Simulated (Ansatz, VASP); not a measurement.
One calculation of Mn, two programs

```xyz
3
Lattice="3.8570 0.0000 0.0000 -1.9285 3.3403 0.0000 0.0000 0.0000 2.4210" Properties=species:S:1:pos:R:3 pbc="T T T"
Mn   -1.9285    3.3403    0.0000
Mn    0.0000    2.2269    1.2105
Mn    1.9285    1.1134    1.2105
```

Alike in both runs: functional PBEsol; k mesh 9 × 9 × 13; occupations fermi-dirac, width 0.1 eV; no spin polarisation.

Ansatz relaxed the structure, and its values are those at the end. VASP's run is a single point on that final structure, the one shown.

```csv
,VASP,Ansatz
version,VASP 6.6.1,Ansatz 0.2.0
potentials or method,"VASP PAW PBE potentials, release 64 (Mn_pv), cutoff 520 eV","plane waves (420 eV) with PAW, scalar-relativistic"
valence electrons in the cell,39,45
```

Ansatz gave:

- pressure (GPa): 0.0

Task: Estimate VASP's values.

Result: Pressure (GPa): 0.2.

VASP's potentials were made for PBE, not for PBEsol, and Ansatz warns of the same on its side. With one functional, cell and mesh, what is left measures potentials, basis and numerics. VASP's potentials hold 39 valence electrons a cell and Ansatz's 45, so a difference there can come from the potentials and not from the codes.
